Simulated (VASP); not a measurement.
Input of a VASP 6.6.1 run:

INCAR

```
SYSTEM = In7CoAs8
ALGO = Normal
EDIFF = 1E-7
ENCUT = 520
GGA = PS
ISIF = 2
ISMEAR = 0
ISPIN = 2
LASPH = .TRUE.
LCHARG = .TRUE.
LDAU = .TRUE.
LDAUJ = 0 0 0
LDAUL = 2 -1 -1
LDAUPRINT = 1
LDAUTYPE = 2
LDAUU = 6 0 0
LELF = .TRUE.
LMAXMIX = 4
LORBIT = 11
LREAL = Auto
LVHAR = .TRUE.
LWAVE = .FALSE.
MAGMOM = 2.73 0 0 0 0 0 0 0 -0.05 -0.05 -0.05 -0.04 -0.05 -0.04 -0.04 -0.04
NBANDS = 88
NELM = 150
PREC = Accurate
SIGMA = 0.05
```

Contents of KPOINTS:

```
k-points
0
G
  3 3 3
  0 0 0
```

File POSCAR:

```
In7CoAs8
1.0
    0.0000000000      6.0580000000      6.0580000000
    6.0580000000      0.0000000000      6.0580000000
    6.0580000000      6.0580000000      0.0000000000
Co In As
1 7 8
Direct
    0.0000000000      0.0000000000      1.0000000000
    0.0033947217      0.0033947217      0.4966052783
    0.0033947217      0.4966052783      0.0033947217
    0.0033947217      0.4966052783      0.4966052783
    0.4966052783      0.0033947217      0.0033947217
    0.4966052783      0.0033947217      0.4966052783
    0.4966052783      0.4966052783      0.0033947217
    0.5000000000      0.5000000000      0.5000000000
    0.1172760432      0.1172760432      0.1172760432
    0.1172760432      0.1172760432      0.6481718705
    0.1172760432      0.6481718705      0.1172760432
    0.1236636802      0.6254454399      0.6254454399
    0.6481718705      0.1172760432      0.1172760432
    0.6254454399      0.1236636802      0.6254454399
    0.6254454399      0.6254454399      0.1236636802
    0.6254454399      0.6254454399      0.6254454399
```

Potentials or basis: VASP PAW PBE potentials, release 64 (Co, In_d, As).

Run with:

```bash
$ cat potpaw_PBE.64/Co/POTCAR potpaw_PBE.64/In_d/POTCAR potpaw_PBE.64/As/POTCAR > POTCAR
$ mpirun -np 1 vasp_std > vasp.out
```

Problem. Estimate the pressure.

Solution. -1.0 GPa.

Problem. What does it give for the net moment?

Solution. 2.06 μB per cell.

Problem. Estimate the site moments.

Solution. Co +2.58; In -0.00, -0.01 (each value once); As -0.05, -0.04 (each value once) μB.

Problem. What does it give for the largest force?

Solution. 0.231 eV/Å.

Eigenvalues of the final occupation matrices:
```tsv
site	spin	trace	eigenvalues
site 1 d	1	4.81	0.96 0.96 0.96 0.96 0.96
site 1 d	2	2.29	0.13 0.13 0.13 0.95 0.95
```

Caveat: the PAW data sets were made with another functional, which shifts forces and pressure a little; spin-orbit coupling is left out, which moves the levels of the heavy elements; a cell with one magnetic atom can't hold antiferromagnetic order, which such compounds often take; the U is typed as a test and isn't derived for this compound.
